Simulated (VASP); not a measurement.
Here is a VASP 6.6.1 calculation.

INCAR

```
ALGO     = Normal         # electronic algorithm
EDIFF    = 1E-6           # SCF threshold, eV
ENCUT    = 500            # plane-wave cutoff, eV
GGA      = PE             # functional
GGA_COMPAT= F            
ISIF     = 2              # what is computed and relaxed
ISMEAR   = 0              # smearing method
LASPH    = T              # aspherical terms in the spheres
LCHARG   = F              # write CHGCAR
LREAL    = F              # projectors in reciprocal space
LWAVE    = F              # write WAVECAR
NBANDS   = 20             # bands
NELM     = 120            # most SCF steps
PREC     = Accurate       # precision mode
SIGMA    = 0.1            # smearing width, eV
```

The input KPOINTS:

```
k-points
0
Gamma
  6 6 2
```

The input POSCAR:

```
TaSi3
1.0
    2.6711763600      0.0000000000      0.0000000000
    0.0000000000      2.6711763600      0.0000000000
    0.0000000000      0.0000000000      8.7924244200
Ta Si
1 3
Direct
    0.0000000000      0.0000000000      0.0000000000
    0.5000000000      0.5000000000      0.7342755200
    0.0000000000      0.0000000000      0.5000000000
    0.5000000000      0.5000000000      0.2657244800
```

Potentials or basis: VASP PAW PBE potentials, release 64 (Ta_pv, Si).

Command:

```console
$ cat potpaw_PBE.64/Ta_pv/POTCAR potpaw_PBE.64/Si/POTCAR > POTCAR
$ mpirun -np 1 vasp_std > vasp.out
```

(1) What does it give for the largest force?

(2) What does it give for the pressure?

Results:

(1) 1.071 eV/Å.

(2) -2.0 GPa.

Caveat: the k points lie up to 0.39 Å⁻¹ apart; forces of over 1 eV/Å act on the atoms, so gaps and moduli don't describe the material at rest.
